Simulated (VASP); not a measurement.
Write the native input for VASP 6.6.1 that does the following.

```
Task                   : single point
Functional             : PBE
Potentials or basis    : VASP PAW PBE potentials, release 64 (Tl_d, As)
Cutoff                 : 520 eV
k mesh                 : 4 × 4 × 4
Occupations            : gaussian, width 0.1 eV
Spin                   : no spin polarisation
Dipole correction      : no
Further INCAR settings : ALGO = Normal; EDIFF = 1e-06; NBANDS = 32
```

The structure of TlAs2 lies in POSCAR:

```
TlAs2
1.0
    4.8932751804      0.0000000000      0.0000000000
    0.0000000000      4.8932751804      0.0000000000
    0.0000000000      0.0000000000      7.0525514486
Tl As
2 4
Direct
    0.0000000000      0.5000000000      0.6525189363
    0.5000000000      0.0000000000      0.3474810637
    0.0000000000      0.0000000000      0.0000000000
    0.5000000000      0.5000000000      0.0000000000
    0.0000000000      0.5000000000      0.1532945891
    0.5000000000      0.0000000000      0.8467054109
```

One way to write it, as run:

INCAR

```
ALGO = Normal ; EDIFF = 1E-6
ENCUT = 520 ; GGA = PE
ISIF = 2 ; ISMEAR = 0
LASPH = T ; LCHARG = T
LELF = T ; LREAL = F
LVHAR = T ; LWAVE = F
NBANDS = 32 ; NELM = 80
PREC = Accurate ; SIGMA = 0.1
```

KPOINTS

```
k-points
0
Gamma
  4 4 4
```

Potentials or basis: VASP PAW PBE potentials, release 64 (Tl_d, As).

Run with:

```console
$ cat potpaw_PBE.64/Tl_d/POTCAR potpaw_PBE.64/As/POTCAR > POTCAR
$ mpirun -np 1 vasp_std > vasp.out
```

It gave:

- Pressure: 0.3 GPa
- Largest force: 0.017 eV/Å
- Band gap on the k mesh: zero (bands 23 and 24 overlap by 0.98 eV)

Caveat: spin-orbit coupling is left out, which moves the levels of the heavy elements.

Wall time 54 s on 1 thread of AMD EPYC 9R45 96-Core Processor (Zen 5), with other jobs on the host, peak memory 0.26 GiB.
